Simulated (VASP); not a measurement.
# Al (C2/c) in VASP: a series of runs

Runs on Al. Level: PBEsol+D3(BJ). Tasks: single point.

Program: VASP 6.6.1. These are calculated values, not measurements. Logs are shortened: lines on timing, memory, paths and dates and some standing lists are left out, and cuts for length are marked.

## (1) The cell of the first run

Symmetry: C2/c, No. 15, monoclinic system. The conventional cell has a = 2.813 Å, b = 4.871 Å, c = 4.868 Å, α = 90.00°, β = 92.86°, γ = 90.00°. Within 3.7 Å of Al (site symmetry 2) lie 12 Al at 2.81 to 2.98 Å.

## (2) Single point, PBEsol+D3(BJ) (strain -0.0500 x Voigt [0, 0, 0, 0, 1, 0])

INCAR reads:

```
SYSTEM = Al
ALGO     = Fast           ! electronic algorithm
EDIFF    = 1E-7           ! SCF threshold, eV
ENCUT    = 520            ! plane-wave cutoff, eV
GGA      = PS             ! functional
ISIF     = 2              ! what is computed and relaxed
ISMEAR   = 0              ! smearing method
IVDW     = 12             ! dispersion correction
LASPH    = .TRUE.         ! aspherical terms in the spheres
LCHARG   = .FALSE.        ! write CHGCAR
LREAL    = .FALSE.        ! projectors in reciprocal space
LWAVE    = .FALSE.        ! write WAVECAR
NBANDS   = 10             ! bands
NELM     = 80             ! most SCF steps
PREC     = Accurate       ! precision mode
SIGMA    = 0.15           ! smearing width, eV
```

KPOINTS reads:

```
k-points
0
G
  18 18 10
  0 0 0
```

POSCAR reads:

```
Al
1.0
    2.8124553515      0.0000000000     -0.0703113838
   -1.4062276757      2.4356577814      0.0351556919
   -0.1216712500      0.0000000000      4.8668500000
Al
2
Direct
    0.6666666667      0.3333333333      0.7500000000
    0.3333333333      0.6666666667      0.2500000000
```

Potentials or basis: VASP PAW PBE potentials, release 64 (Al).

Run with:

```
> cat potpaw_PBE.64/Al/POTCAR > POTCAR
> mpirun -np 1 vasp_std > vasp.out
```

OUTCAR:

```text
SYSTEM = Al
   EDIFF = 1E-7
   ENCUT = 520
   GGA = PS
   ISIF = 2
   ISMEAR = 0
   IVDW = 12
   LASPH = .TRUE.
   LREAL = .FALSE.
   NELM = 80
   PREC = Accurate
 IVDW          = 12

 ion  position               nearest neighbor table
   1  0.667  0.333  0.750-   2 2.87   2 2.87   2 2.93   2 2.93   2 2.98   2 2.98
   2  0.333  0.667  0.250-   1 2.87   1 2.87   1 2.93   1 2.93   1 2.98   1 2.98

  LATTYP: Found a base centered monoclinic cell.
 ALAT       =     2.8133341065
 B/A-ratio  =     1.7315097953
 C/A-ratio  =     1.7304630267
 COS(beta)  =    -0.0499687695

  Lattice vectors:

 A1 = (   1.4062276757,  -2.4356577814,  -0.0351556919)
 A2 = (   1.4062276758,   2.4356577814,  -0.0351556919)
 A3 = (  -0.1216712500,   0.0000000000,   4.8668500000)

Analysis of symmetry for initial positions (statically):
=====================================================================
 Subroutine PRICEL returns:
 Original cell was already a primitive cell.

 Routine SETGRP: Setting up the symmetry group for a
 base centered monoclinic supercell.

 Subroutine GETGRP returns: Found  4 space group operations
 (whereof  2 operations were pure point group operations)
 out of a pool of  4 trial point group operations.

The static configuration has the point symmetry S_2 .
 The point group associated with its full space group is C_2h.

Analysis of symmetry for dynamics (positions and initial velocities):
=====================================================================
 Subroutine PRICEL returns:
 Original cell was already a primitive cell.

 Routine SETGRP: Setting up the symmetry group for a
 base centered monoclinic supercell.

 Subroutine GETGRP returns: Found  4 space group operations
 (whereof  2 operations were pure point group operations)
 out of a pool of  4 trial point group operations.

The dynamic configuration has the point symmetry S_2 .
 The point group associated with its full space group is C_2h.

 Subroutine INISYM returns: Found  4 space group operations
 (whereof  2 operations are pure point group operations),
 and found     1 'primitive' translations

----------------------------------------------------------------------------------------

                                     Primitive cell

  volume of cell :      33.3180

  direct lattice vectors                    reciprocal lattice vectors
     2.812455352  0.000000000 -0.070311384     0.355783565  0.205283355  0.008894589
    -1.406227676  2.435657781  0.035155692     0.000000000  0.410566709  0.000000000
    -0.121671250  0.000000000  4.866850000     0.005140005 -0.000000000  0.205600212

  length of vectors
     2.813334107  2.812675066  4.868370653     0.410855588  0.410566709  0.205664452

  position of ions in fractional coordinates (direct lattice)
     0.666666667  0.333333333  0.750000000
     0.333333333  0.666666667  0.250000000

  ion indices of the primitive-cell ions
   primitive index   ion index
                 1           1
                 2           2

----------------------------------------------------------------------------------------

 KPOINTS: k-points

Automatic generation of k-mesh.
 Grid dimensions read from file:
 generate k-points for:   18   18   10

 Generating k-lattice:

  Cartesian coordinates                     Fractional coordinates (reciprocal lattice)
     0.019765754  0.011404631  0.000494144     0.055555556 -0.000000000 -0.000000000
     0.000000000  0.022809262  0.000000000     0.000000000  0.055555556  0.000000000
     0.000514001 -0.000000000  0.020560021    -0.000000000  0.000000000  0.100000000

  Length of vectors
     0.022825310  0.022809262  0.020566445

  Shift w.r.t. Gamma in fractional coordinates (k-lattice)
     0.000000000  0.000000000  0.000000000

 Subroutine IBZKPT returns following result:
 ===========================================

 Found    866 irreducible k-points:

 Following reciprocal coordinates:
            Coordinates               Weight
  0.000000  0.000000  0.000000      1.000000
  0.055556  0.000000  0.000000      4.000000
  0.111111  0.000000  0.000000      4.000000
  0.166667  0.000000 -0.000000      4.000000
  0.222222  0.000000 -0.000000      4.000000
  0.277778  0.000000 -0.000000      4.000000
[... 16 lines left out ...]
 -0.333333  0.055556  0.000000      4.000000
 -0.277778  0.055556  0.000000      4.000000
 [... further k-points ...]
   k-points           NKPTS =    866   k-points in BZ     NKDIM =    866   number of bands    NBANDS=     10
   number of dos      NEDOS =    301   number of ions     NIONS =      2
   total plane-waves  NPLWV =  20736
   dimension x,y,z NGX =    24 NGY =   24 NGZ =   36
   dimension x,y,z NGXF=    48 NGYF=   48 NGZF=   72
   ions per type =               2
   NGX,Y,Z   is equivalent  to a cutoff of  14.18, 14.19, 12.29 a.u.
   NGXF,Y,Z  is equivalent  to a cutoff of  28.36, 28.37, 24.59 a.u.
 SYSTEM =  Al
[... 74 lines left out ...]
      7      19.4866      0.00000
      8      19.5053      0.00000
      9      20.2543      0.00000
     10      22.5649      0.00000

 k-point     2 :       0.0556    0.0000    0.0000
  band No.  band energies     occupation
      1      -3.1415      2.00000
      2       2.8623      2.00000
      3       3.1037      2.00000
      4      17.5418      0.00000
      5      18.2656      0.00000
      6      18.8794      0.00000
      7      19.9978      0.00000
      8      20.3393      0.00000
      9      20.6273      0.00000
     10      22.1479      0.00000

 k-point     3 :       0.1111    0.0000    0.0000
  band No.  band energies     occupation
      1      -2.9105      2.00000
      2       3.0516      2.00000
      3       3.3561      2.00000
      4      15.4370      0.00000
      5      17.2851      0.00000
      6      18.3401      0.00000
      7      19.4178      0.00000
      8      20.4839      0.00000
      9      20.9926      0.00000
     10      21.6677      0.00000

 k-point     4 :       0.1667    0.0000   -0.0000
  band No.  band energies     occupation
      1      -2.5264      2.00000
      2       3.3766      2.00000
      3       3.7646      2.00000
      4      13.3355      0.00000
      5      16.4346      0.00000
      6      17.4087      0.00000
      7      18.1264      0.00000
      8      19.6523      0.00000
      9      20.6423      0.00000
     10      21.1323      0.00000

 k-point     5 :       0.2222    0.0000   -0.0000
  band No.  band energies     occupation
      1      -1.9905      2.00000
      2       3.8401      2.00000
      3       4.3211      2.00000
      4      11.3202      0.00000
      5      15.7122      0.00000
      6      15.9156      0.00000
      7      16.9729      0.00000
      8      18.0323      0.00000
      9      20.4137      0.00000
     10      20.7368      0.00000

 k-point     6 :       0.2778    0.0000   -0.0000
  band No.  band energies     occupation
      1      -1.3046      2.00000
      2       4.4396      2.00000
      3       5.0159      2.00000
      4       9.4265      0.00000
      5      14.2415      0.00000
      6      15.1250      0.00000
      7      15.5375      0.00000
      8      16.9698      0.00000
      9      19.9431      0.00000
     10      20.5599      0.00000
[... 183 lines left out ...]
 k-point    21 :      -0.4444    0.0556    0.0000
  band No.  band energies     occupation
      1       1.1059      2.00000
      2       4.9909      2.00000
      3       6.6853      2.00000
      4       7.6067      1.96274
      5      10.4297      0.00000
      6      11.4968      0.00000
      7      13.1617      0.00000
      8      17.0513      0.00000
      9      17.9913      0.00000
     10      19.0845      0.00000

 k-point    22 :      -0.3889    0.0556    0.0000
  band No.  band energies     occupation
      1       0.0573      2.00000
      2       5.5411      2.00000
      3       6.2113      2.00000
      4       7.1408      2.00000
      5      11.8378      0.00000
      6      12.8949      0.00000
      7      13.6606      0.00000
      8      17.3186      0.00000
      9      18.1967      0.00000
     10      19.4079      0.00000

 k-point    23 :      -0.3333    0.0556    0.0000
  band No.  band energies     occupation
      1      -0.8487      2.00000
      2       4.8143      2.00000
      3       5.4866      2.00000
      4       8.5906      0.00000
      5      13.1491      0.00000
      6      13.9719      0.00000
      7      14.9574      0.00000
      8      17.7126      0.00000
      9      18.5261      0.00000
     10      19.8657      0.00000

 k-point    24 :      -0.2778    0.0556    0.0000
  band No.  band energies     occupation
      1      -1.6086      2.00000
      2       4.1516      2.00000
      3       4.7329      2.00000
      4      10.4056      0.00000
      5      14.0098      0.00000
      6      15.4168      0.00000
      7      16.6504      0.00000
      8      18.2297      0.00000
      9      18.9787      0.00000
     10      20.4499      0.00000

 [... further k-points ...]

------------------------ aborting loop because EDIFF is reached ----------------------------------------

 Edisp (eV)   -0.62866

 E8    (eV) :    -0.4233

  FORCE on cell =-STRESS in cart. coord.  units (eV):
  Direction    XX          YY          ZZ          XY          YZ          ZX
  --------------------------------------------------------------------------------------
  -------------------------------------------------------------------------------------
  Total      -0.75550    -0.74388    -1.17144    -0.00000     0.00000     0.04354
  in kB     -36.33011   -35.77136   -56.33144    -0.00000     0.00000     2.09366
  external pressure =      -42.81 kB  Pullay stress =        0.00 kB

 VOLUME and BASIS-vectors are now :
 -----------------------------------------------------------------------------
  energy-cutoff  :      520.00
  volume of cell :       33.32
      direct lattice vectors                 reciprocal lattice vectors
     2.812455352  0.000000000 -0.070311384     0.355783565  0.205283355  0.008894589
    -1.406227676  2.435657781  0.035155692     0.000000000  0.410566709  0.000000000
    -0.121671250  0.000000000  4.866850000     0.005140005 -0.000000000  0.205600212

 POSITION                                       TOTAL-FORCE (eV/Angst)
 -----------------------------------------------------------------------------------
      1.31497      0.81189      3.61498        -0.000000     -0.015404     -0.000000
     -0.03042      1.62377      1.21671         0.000000      0.015404      0.000000
 -----------------------------------------------------------------------------------
    total drift:                                0.000000     -0.000000      0.000000

  FREE ENERGIE OF THE ION-ELECTRON SYSTEM (eV)
  ---------------------------------------------------
  free  energy   TOTEN  =        -8.7381604072 eV

  energy  without entropy=       -8.7282069603  energy(sigma->0) =       -8.73318368
```

Run time: 3.1 min. Hardware: 1 thread of Intel Xeon Platinum 8259CL at 2.50GHz (Skylake/Cascade Lake), shared host; peak memory 0.34 GiB.

Results:

```
Free energy                : -8.7382 eV
Pressure                   : -4.3 GPa
Largest force              : 0.015 eV/Å
Band gap on the k mesh     : zero (band 3 reaches 11.27 eV, above the bottom of band 4 at 4.76 eV)
Dispersion energy per atom : -0.314 eV
```

Forces in eV/Å, atoms in the order of the input:
```
Al   0.000 -0.015  0.000
Al   0.000  0.015  0.000
```

Levels at points of the mesh, in eV from the Fermi level:
```csv
k point,band 1,band 2,band 3,band 4,band 5,band 6
"(0.00, 0.00, 0.00)",-11.05,-5.03,-4.81,11.16,11.45,11.47
"(0.50, 0.00, 0.00)",-5.00,-4.90,0.13,0.93,1.16,1.91
"(0.00, 0.50, 0.00)",-5.01,-4.91,0.63,0.64,1.37,1.46
"(0.00, 0.00, 0.50)",-9.49,-9.49,2.42,2.42,12.31,12.31
"(0.50, 0.00, 0.50)",-3.98,-3.58,-3.38,-2.73,7.03,7.09
"(0.00, 0.50, 0.50)",-3.79,-3.79,-3.06,-3.06,7.12,7.12
```

Caveat: the cell differs from its parent crystal (strain -0.0500 x Voigt [0, 0, 0, 0, 1, 0]); the PAW data sets were made with another functional, which shifts forces and pressure a little; pairwise dispersion overbinds metals, which lowers pressure and volume.

## (3) Single point, PBEsol+D3(BJ) (strain +0.0875 x Voigt [0, 0, 0, 0, 1, 0])

INCAR reads:

```
SYSTEM = Al
PREC = Accurate
ENCUT = 520
EDIFF = 1E-6
ISMEAR = 0
SIGMA = 0.15
LREAL = .False.
LASPH = .True.
NELM = 100
ALGO = Fast
ISIF = 2
LWAVE = .False.
LCHARG = .False.
GGA = PS
IVDW = 12
NBANDS = 10
```

KPOINTS reads:

```
regular mesh
0
Gamma
  18 18 10
  0 0 0
```

POSCAR reads:

```
Al
1.0
    2.8124553515      0.0000000000      0.1230449216
   -1.4062276757      2.4356577814     -0.0615224608
    0.2129246875      0.0000000000      4.8668500000
Al
2
Direct
    0.6666666667      0.3333333333      0.7500000000
    0.3333333333      0.6666666667      0.2500000000
```

Potentials or basis: VASP PAW PBE potentials, release 64 (Al).

Run with:

```
> cat potpaw_PBE.64/Al/POTCAR > POTCAR
> mpirun -np 1 vasp_std > vasp.out
```

Run time: 2.4 min. Hardware: 1 thread of Intel Xeon Platinum 8259CL at 2.50GHz (Skylake/Cascade Lake), shared host; peak memory 0.34 GiB.

Results (log left out):

* Free energy: -8.7366 eV
* Pressure: -4.1 GPa
* Largest force: 0.051 eV/Å
* Band gap on the k mesh: zero (band 3 reaches 11.21 eV, above the bottom of band 4 at 4.77 eV)
* Dispersion energy per atom: -0.315 eV

Forces in eV/Å, atoms in the order of the input:
```
Al   0.000 -0.051  0.000
Al   0.000  0.051  0.000
```

Stress tensor (GPa, compression positive):
```
-3.23  0.00 -0.53
 0.00 -3.70  0.00
-0.53  0.00 -5.25
```

Levels at points of the mesh, in eV from the Fermi level:
```csv
k point,band 1,band 2,band 3,band 4,band 5,band 6,band 7,band 8
"(0.00, 0.00, 0.00)",-11.05,-4.99,-4.80,11.17,11.48,11.53,11.67,11.73
"(0.50, 0.00, 0.00)",-4.98,-4.89,-0.22,0.58,1.59,2.29,6.28,7.85
"(0.00, 0.50, 0.00)",-5.01,-4.91,0.62,0.67,1.41,1.47,6.38,7.89
"(0.00, 0.00, 0.50)",-9.49,-9.49,2.46,2.46,12.19,12.19,12.54,12.54
"(0.50, 0.00, 0.50)",-4.11,-3.61,-3.40,-2.47,6.56,6.72,7.33,7.68
"(0.00, 0.50, 0.50)",-3.79,-3.79,-3.06,-3.06,6.86,6.86,7.91,7.91
```

Caveat: the cell differs from its parent crystal (strain +0.0875 x Voigt [0, 0, 0, 0, 1, 0]); the PAW data sets were made with another functional, which shifts forces and pressure a little; pairwise dispersion overbinds metals, which lowers pressure and volume.

## (4) Single point, PBEsol+D3(BJ) (strain +0.0625 x Voigt [0, 0, 0, 0, 1, 0])

INCAR reads:

```
SYSTEM = Al
PREC = Accurate ; ENCUT = 520
EDIFF = 1E-7 ; ISMEAR = 0
SIGMA = 0.15 ; LREAL = .FALSE.
LASPH = .TRUE. ; NELM = 80
ALGO = Fast ; ISIF = 2
LWAVE = .FALSE. ; LCHARG = .FALSE.
GGA = PS ; IVDW = 12
NBANDS = 10
```

KPOINTS reads:

```
regular mesh
0
G
  18 18 10
  0 0 0
```

POSCAR reads:

```
Al
1.0
    2.8124553515      0.0000000000      0.0878892297
   -1.4062276757      2.4356577814     -0.0439446149
    0.1520890625      0.0000000000      4.8668500000
Al
2
Direct
    0.6666666667      0.3333333333      0.7500000000
    0.3333333333      0.6666666667      0.2500000000
```

Run with:

```
> cat potpaw_PBE.64/Al/POTCAR > POTCAR
> mpirun -np 1 vasp_std > vasp.out
```

Run time: 2.7 min. Hardware: 1 thread of Intel Xeon Platinum 8259CL at 2.50GHz (Skylake/Cascade Lake), shared host; peak memory 0.34 GiB.

Results (log left out):

- Free energy: -8.7379 eV
- Pressure: -4.2 GPa
- Largest force: 0.025 eV/Å
- Band gap on the k mesh: zero (band 3 reaches 11.21 eV, above the bottom of band 4 at 4.77 eV)
- Dispersion energy per atom: -0.314 eV

Forces in eV/Å, atoms in the order of the input:
```
Al   0.000 -0.025  0.000
Al   0.000  0.025  0.000
```

Stress tensor (GPa, compression positive):
```
-3.51  0.00 -0.28
 0.00 -3.61  0.00
-0.28  0.00 -5.56
```

Levels at points of the mesh, in eV from the Fermi level:
```
           k point  band 1  band 2  band 3  band 4  band 5  band 6  band 7
(0.00, 0.00, 0.00)  -11.05   -5.02   -4.81   11.17   11.45   11.48   11.66
(0.50, 0.00, 0.00)   -4.99   -4.90    0.01    0.81    1.30    2.03    6.27
(0.00, 0.50, 0.00)   -5.01   -4.91    0.63    0.65    1.38    1.46    6.32
(0.00, 0.00, 0.50)   -9.49   -9.49    2.43    2.43   12.27   12.27   12.59
(0.50, 0.00, 0.50)   -4.02   -3.53   -3.45   -2.65    6.91    6.93    7.40
(0.00, 0.50, 0.50)   -3.79   -3.79   -3.06   -3.06    7.03    7.03    7.86
```

Caveat: the cell differs from its parent crystal (strain +0.0625 x Voigt [0, 0, 0, 0, 1, 0]); the PAW data sets were made with another functional, which shifts forces and pressure a little; pairwise dispersion overbinds metals, which lowers pressure and volume.

## (5) Overview

| cell | further INCAR settings | gap on the mesh (eV) | pressure (GPa) | largest force (eV/Å) |
| --- | --- | --- | --- | --- |
| a = 2.813, b = 2.813, c = 4.868 Å, angles 88.6, 92.9, 120.0°, 2 atoms | ALGO = Fast; EDIFF = 1e-07; NBANDS = 10 | none | -4.3 | 0.02 |
| a = 2.815, b = 2.813, c = 4.872 Å, angles 92.5, 85.0, 120.0°, 2 atoms | ALGO = Fast; EDIFF = 1e-06; NBANDS = 10 | none | -4.1 | 0.05 |
| a = 2.814, b = 2.813, c = 4.869 Å, angles 91.8, 86.4, 120.0°, 2 atoms | ALGO = Fast; EDIFF = 1e-07; NBANDS = 10 | none | -4.2 | 0.03 |

Alike in all rows: task single point; level PBEsol+D3(BJ); potentials or basis VASP PAW PBE potentials, release 64 (Al); no spin polarisation; k mesh 18 × 18 × 10; cutoff (eV) 520; smearing gaussian 0.15 eV.

Caveats: the PAW data sets were made with another functional, which shifts forces and pressure a little; pairwise dispersion overbinds metals, which lowers pressure and volume.

Absolute energies hang on the potentials; compare differences alone.
